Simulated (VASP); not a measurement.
# Hf2Ti (Fd-3m) in VASP: further runs

The runs below take Hf2Ti through single point, with PBE.

Program: VASP 6.6.1. These are calculated values, not measurements. Logs are shortened: lines on timing, memory, paths and dates and some standing lists are left out, and cuts for length are marked.

### 1 The cell of the first run

Symmetry: Fd-3m, No. 227, cubic system. The conventional cell has a = 7.565 Å, b = 7.565 Å, c = 7.565 Å, α = 90.00°, β = 90.00°, γ = 90.00°. Within 3.5 Å of Hf (site symmetry -3m) lie 6 Hf at 2.67 Å and 6 Ti at 3.14 Å. Ti (site symmetry -43m) has 12 Hf at 3.14 Å and 4 Ti at 3.28 Å within 4.1 Å.

### 2 Single point, PBE

INCAR reads:

```
SYSTEM = Hf2Ti
PREC     = Accurate       ! precision mode
ENCUT    = 520            ! plane-wave cutoff, eV
EDIFF    = 1E-6           ! SCF threshold, eV
ISMEAR   = 0              ! smearing method
SIGMA    = 0.1            ! smearing width, eV
LREAL    = .False.        ! projectors in reciprocal space
LASPH    = .True.         ! aspherical terms in the spheres
NELM     = 100            ! most SCF steps
ALGO     = Fast           ! electronic algorithm
ISIF     = 2              ! what is computed and relaxed
LWAVE    = .False.        ! write WAVECAR
LCHARG   = .True.         ! write CHGCAR
GGA      = PE             ! functional
LELF     = .True.         ! ELF
LVHAR    = .True.       
NBANDS   = 41             ! bands
```

KPOINTS reads:

```
regular mesh
0
Gamma
  4 4 4
  0 0 0
```

POSCAR reads:

```
Hf2Ti
1.0
    0.0000000000      3.7827188830      3.7827188830
    3.7827188830      0.0000000000      3.7827188830
    3.7827188830      3.7827188830      0.0000000000
Hf Ti
4 2
Direct
    0.6250000000      0.6250000000      0.6250000000
    0.1250000000      0.6250000000      0.6250000000
    0.6250000000      0.6250000000      0.1250000000
    0.6250000000      0.1250000000      0.6250000000
    0.0000000000      0.0000000000      0.0000000000
    0.2500000000      0.2500000000      0.2500000000
```

Potentials or basis: VASP PAW PBE potentials, release 64 (Hf_pv, Ti_sv).

On the command line:

```sh
cat potpaw_PBE.64/Hf_pv/POTCAR potpaw_PBE.64/Ti_sv/POTCAR > POTCAR
mpirun -np 1 vasp_std > vasp.out
```

OUTCAR:

```text
SYSTEM = Hf2Ti
   PREC = Accurate
   ENCUT = 520
   EDIFF = 1E-6
   ISMEAR = 0
   LREAL = .False.
   LASPH = .True.
   NELM = 100
   ISIF = 2
   GGA = PE

 ion  position               nearest neighbor table
   1  0.625  0.625  0.625-   2 2.67   3 2.67   4 2.67   3 2.67   4 2.67   2 2.67   6 3.14   5 3.14
                             6 3.14   5 3.14   6 3.14   5 3.14
   2  0.125  0.625  0.625-   1 2.67   3 2.67   4 2.67   1 2.67   3 2.67   4 2.67   5 3.14   6 3.14
                             5 3.14   6 3.14   6 3.14   5 3.14
   3  0.625  0.625  0.125-   1 2.67   1 2.67   2 2.67   4 2.67   4 2.67   2 2.67   6 3.14   5 3.14
                             6 3.14   5 3.14   6 3.14   5 3.14
   4  0.625  0.125  0.625-   1 2.67   3 2.67   1 2.67   2 2.67   3 2.67   2 2.67   6 3.14   5 3.14
                             6 3.14   5 3.14   6 3.14   5 3.14
   5  0.000  0.000  0.000-   1 3.14   3 3.14   4 3.14   1 3.14   2 3.14   3 3.14   1 3.14   2 3.14
                             4 3.14   3 3.14   2 3.14   4 3.14
   6  0.250  0.250  0.250-   3 3.14   1 3.14   2 3.14   4 3.14   1 3.14   2 3.14   3 3.14   1 3.14
                             3 3.14   4 3.14   4 3.14   2 3.14

  LATTYP: Found a face centered cubic cell.
 ALAT       =     7.5654377660

  Lattice vectors:

 A1 = (   0.0000000000,   3.7827188830,   3.7827188830)
 A2 = (   3.7827188830,   0.0000000000,   3.7827188830)
 A3 = (   3.7827188830,   3.7827188830,   0.0000000000)

Analysis of symmetry for initial positions (statically):
=====================================================================
 Subroutine PRICEL returns:
 Original cell was already a primitive cell.

 Routine SETGRP: Setting up the symmetry group for a
 face centered cubic supercell.

 Subroutine GETGRP returns: Found 48 space group operations
 (whereof 24 operations were pure point group operations)
 out of a pool of 48 trial point group operations.

The static configuration has the point symmetry T_d .
 The point group associated with its full space group is O_h .

Analysis of symmetry for dynamics (positions and initial velocities):
=====================================================================
 Subroutine PRICEL returns:
 Original cell was already a primitive cell.

 Routine SETGRP: Setting up the symmetry group for a
 face centered cubic supercell.

 Subroutine GETGRP returns: Found 48 space group operations
 (whereof 24 operations were pure point group operations)
 out of a pool of 48 trial point group operations.

The dynamic configuration has the point symmetry T_d .
 The point group associated with its full space group is O_h .

 Subroutine INISYM returns: Found 48 space group operations
 (whereof 24 operations are pure point group operations),
 and found     1 'primitive' translations

----------------------------------------------------------------------------------------

                                     Primitive cell

  volume of cell :     108.2536

  direct lattice vectors                    reciprocal lattice vectors
     0.000000000  3.782718883  3.782718883    -0.132180058  0.132180058  0.132180058
     3.782718883  0.000000000  3.782718883     0.132180058 -0.132180058  0.132180058
     3.782718883  3.782718883  0.000000000     0.132180058  0.132180058 -0.132180058

  length of vectors
     5.349572347  5.349572347  5.349572347     0.228942576  0.228942576  0.228942576

  position of ions in fractional coordinates (direct lattice)
     0.625000000  0.625000000  0.625000000
     0.125000000  0.625000000  0.625000000
     0.625000000  0.625000000  0.125000000
     0.625000000  0.125000000  0.625000000
     0.000000000  0.000000000  0.000000000
     0.250000000  0.250000000  0.250000000

  ion indices of the primitive-cell ions
   primitive index   ion index
                 1           1
                 2           2
                 3           3
                 4           4
                 5           5
                 6           6

----------------------------------------------------------------------------------------

 KPOINTS: regular mesh

Automatic generation of k-mesh.
 Grid dimensions read from file:
 generate k-points for:    4    4    4

 Generating k-lattice:

  Cartesian coordinates                     Fractional coordinates (reciprocal lattice)
    -0.033045014  0.033045014  0.033045014     0.250000000  0.000000000  0.000000000
     0.033045014 -0.033045014  0.033045014     0.000000000  0.250000000  0.000000000
     0.033045014  0.033045014 -0.033045014     0.000000000  0.000000000  0.250000000

  Length of vectors
     0.057235644  0.057235644  0.057235644

  Shift w.r.t. Gamma in fractional coordinates (k-lattice)
     0.000000000  0.000000000  0.000000000

 Subroutine IBZKPT returns following result:
 ===========================================

 Found      8 irreducible k-points:

 Following reciprocal coordinates:
            Coordinates               Weight
  0.000000  0.000000  0.000000      1.000000
  0.250000  0.000000  0.000000      8.000000
  0.500000  0.000000  0.000000      4.000000
  0.250000  0.250000  0.000000      6.000000
  0.500000  0.250000  0.000000     24.000000
 -0.250000  0.250000  0.000000     12.000000
  0.500000  0.500000  0.000000      3.000000
 -0.250000  0.500000  0.250000      6.000000
   k-points           NKPTS =      8   k-points in BZ     NKDIM =      8   number of bands    NBANDS=     41
   number of dos      NEDOS =    301   number of ions     NIONS =      6
   total plane-waves  NPLWV =  64000
   dimension x,y,z NGX =    40 NGY =   40 NGZ =   40
   dimension x,y,z NGXF=    80 NGYF=   80 NGZF=   80
   ions per type =               4   2
   NGX,Y,Z   is equivalent  to a cutoff of  12.43, 12.43, 12.43 a.u.
   NGXF,Y,Z  is equivalent  to a cutoff of  24.86, 24.86, 24.86 a.u.
 SYSTEM =  Hf2Ti
   PREC   = accura    normal or accurate (medium, high low for compatibility)
   ISTART =      0    job   : 0-new  1-cont  2-samecut
   ICHARG =      2    charge: 1-file 2-atom 10-const
   ISPIN  =      1    spin polarized calculation?
   LNONCOLLINEAR =      F non collinear calculations
   LSORBIT =      F    spin-orbit coupling
   LASPH  =      T    aspherical Exc in radial PAW
   ENCUT  =  520.0 eV  38.22 Ry    6.18 a.u.   9.95  9.95  9.95*2*pi/ulx,y,z
   NELM   =    100;   NELMIN=  2; NELMDL= -5     # of ELM steps
   EDIFF  = 0.1E-05   stopping-criterion for ELM
   LREAL  =      F    real-space projection
   EDIFFG = 0.1E-04   stopping-criterion for IOM
   NSW    =      0    number of steps for IOM
   IBRION =     -1    ionic relax: 0-MD 1-quasi-New 2-CG
   NFREE  =      0    steps in history (QN), initial steepest desc. (CG)
   ISIF   =      2    stress and relaxation
   ISYM   =      2    0-nonsym 1-usesym 2-fastsym
   POTIM  = 0.5000    time-step for ionic-motion
   TEBEG  =    0.0;   TEEND  =   0.0 temperature during run
   PSTRESS=    0.0 pullay stress
   NELECT =      64.0000    total number of electrons
   NUPDOWN=      -1.0000    fix difference up-down
   EMIN   =  10.00;   EMAX   =-10.00  energy-range for DOS
   EFERMI =   0.00;   METHOD = LEGACY
   ISMEAR =     0;   SIGMA  =   0.10  broadening in eV -4-tet -1-fermi 0-gaus
   EFERMI_NEDOS =   21; number of points for ismear=-14 and -15
   IALGO  =     68    algorithm
   IMIX   =      4    mixing-type and parameters
     AMIX     =   0.40;   BMIX     =  1.00
     AMIX_MAG =   1.60;   BMIX_MAG =  1.00
  volume/ion in A,a.u.               =      18.04       121.76
  Fermi-wavevector in a.u.,A,eV,Ry     =   1.374002  2.596488 25.686194  1.887882
  Thomas-Fermi vector in A             =   2.499468
   LORBIT       =      0    0 simple, 1 ext, 2 COOP (PROOUT), +10 PAW based schemes
   GGA     = PE    functional components
   LHFCALC =     F    Hartree Fock is set to
   AEXX    =    0.0000 exact exchange contribution
   IVDW    =     0    specifies the selected vdW correction
   LEPSILON=     F    determine dielectric tensor
   LRPA    =     F    only Hartree local field effects (RPA)
 non-spin polarized calculation
 RMM-DIIS sequential band-by-band and
 Gauss-broadening in eV      SIGMA  =   0.10
  energy-cutoff  :      520.00
  volume of cell :      108.25
 maximum number of plane-waves:      2936
   NGX = 19   NGY = 19   NGZ = 19

 number of electron      64.0000005 magnetization

 Free energy of the ion-electron system (eV)
  ---------------------------------------------------
  ext. energy  EPLUGINS =         0.00000000
  ---------------------------------------------------
  free energy    TOTEN  =       -50.57187641 eV

  energy without entropy =      -50.47538212  energy(sigma->0) =      -50.52362926

 E-fermi :   6.4792     XC(G=0): -11.9328

 val. band max:        6.4773654864   @ k =   0.0000   0.0000   0.0000
 cond. band min:       6.4874843131   @ k =   0.5000   0.5000   0.0000
 fundamental gap:      0.0101188267
 Fermi energy:         6.4791695050

 k-point     1 :       0.0000    0.0000    0.0000
  band No.  band energies     occupation
      1     -50.2115      2.00000
      2     -50.1934      2.00000
      3     -26.4667      2.00000
      4     -26.4667      2.00000
      5     -26.4667      2.00000
      6     -26.4220      2.00000
[... 33 lines left out ...]
     40       8.4200      0.00000
     41      10.9279      0.00000

 k-point     2 :       0.2500    0.0000    0.0000
  band No.  band energies     occupation
      1     -50.2097      2.00000
      2     -50.1953      2.00000
      3     -26.4756      2.00000
      4     -26.4756      2.00000
      5     -26.4722      2.00000
      6     -26.4139      2.00000
[... 33 lines left out ...]
     40       8.3311      0.00000
     41       9.9045      0.00000

 k-point     3 :       0.5000    0.0000    0.0000
  band No.  band energies     occupation
      1     -50.2071      2.00000
      2     -50.1980      2.00000
      3     -26.4831      2.00000
      4     -26.4831      2.00000
      5     -26.4641      2.00000
      6     -26.4156      2.00000
[... 33 lines left out ...]
     40       9.3219      0.00000
     41       9.3265      0.00000

 k-point     4 :       0.2500    0.2500    0.0000
  band No.  band energies     occupation
      1     -50.2089      2.00000
      2     -50.1961      2.00000
      3     -26.4814      2.00000
      4     -26.4814      2.00000
      5     -26.4649      2.00000
      6     -26.4208      2.00000
[... 33 lines left out ...]
     40       8.6108      0.00000
     41       9.8011      0.00000

 k-point     5 :       0.5000    0.2500    0.0000
  band No.  band energies     occupation
      1     -50.2058      2.00000
      2     -50.1993      2.00000
      3     -26.4864      2.00000
      4     -26.4826      2.00000
      5     -26.4593      2.00000
      6     -26.4275      2.00000
[... 33 lines left out ...]
     40       8.8777      0.00000
     41       9.4260      0.00000

 k-point     6 :      -0.2500    0.2500    0.0000
  band No.  band energies     occupation
      1     -50.2071      2.00000
      2     -50.1980      2.00000
      3     -26.4815      2.00000
      4     -26.4809      2.00000
      5     -26.4676      2.00000
      6     -26.4201      2.00000
[... 33 lines left out ...]
     40       8.2911      0.00000
     41       9.8972      0.00000

 k-point     7 :       0.5000    0.5000    0.0000
  band No.  band energies     occupation
      1     -50.2026      2.00000
      2     -50.2026      2.00000
      3     -26.4892      2.00000
      4     -26.4892      2.00000
      5     -26.4412      2.00000
      6     -26.4412      2.00000
[... 33 lines left out ...]
     40       8.3894      0.00000
     41      10.3902      0.00000

 k-point     8 :      -0.2500    0.5000    0.2500
  band No.  band energies     occupation
      1     -50.2026      2.00000
      2     -50.2026      2.00000
      3     -26.4849      2.00000
      4     -26.4849      2.00000
      5     -26.4447      2.00000
      6     -26.4447      2.00000
[... 33 lines left out ...]
     40       9.8972      0.00000
     41       9.9186      0.00000

------------------------ aborting loop because EDIFF is reached ----------------------------------------

  FORCE on cell =-STRESS in cart. coord.  units (eV):
  Direction    XX          YY          ZZ          XY          YZ          ZX
  --------------------------------------------------------------------------------------
  -------------------------------------------------------------------------------------
  Total       16.3482195     16.3482195     16.3482195     -0.0000000      0.0000000     -0.0000000
  in kB      241.9573644    241.9573644    241.9573644     -0.0000000      0.0000000     -0.0000000
  external PRESSURE =     241.9573644 kB  Pullay stress =       0.0000000 kB

 VOLUME and BASIS-vectors are now :
 -----------------------------------------------------------------------------
  energy-cutoff  :      520.00
  volume of cell :      108.25
      direct lattice vectors                 reciprocal lattice vectors
     0.000000000  3.782718883  3.782718883    -0.132180058  0.132180058  0.132180058
     3.782718883  0.000000000  3.782718883     0.132180058 -0.132180058  0.132180058
     3.782718883  3.782718883  0.000000000     0.132180058  0.132180058 -0.132180058

 POSITION                                       TOTAL-FORCE (eV/Angst)
 -----------------------------------------------------------------------------------
      4.72840      4.72840      4.72840         0.000000     -0.000000      0.000000
      4.72840      2.83704      2.83704         0.000000     -0.000000      0.000000
      2.83704      2.83704      4.72840         0.000000     -0.000000      0.000000
      2.83704      4.72840      2.83704         0.000000     -0.000000      0.000000
      0.00000      0.00000      0.00000        -0.000000     -0.000000     -0.000000
      1.89136      1.89136      1.89136         0.000000      0.000000      0.000000
 -----------------------------------------------------------------------------------
    total drift:                                0.000000      0.000000      0.000000

  FREE ENERGIE OF THE ION-ELECTRON SYSTEM (eV)
  ---------------------------------------------------
  free  energy   TOTEN  =       -50.5718764075 eV

  energy  without entropy=      -50.4753821185  energy(sigma->0) =      -50.52362926
```

Wall time 75 s (1 thread of Intel Xeon 6975P-C (Granite Rapids), shared host); peak memory 0.24 GiB.

Results:

| Quantity | Value |
| --- | --- |
| Free energy | -50.5719 eV |
| Pressure | 24.2 GPa |
| Band gap on the k mesh | zero (band 32 reaches 6.51 eV, above the bottom of band 33 at 6.46 eV) |

Caveat: spin-orbit coupling is left out, which moves the levels of the heavy elements.

(Part 1 of 2 ends here.)
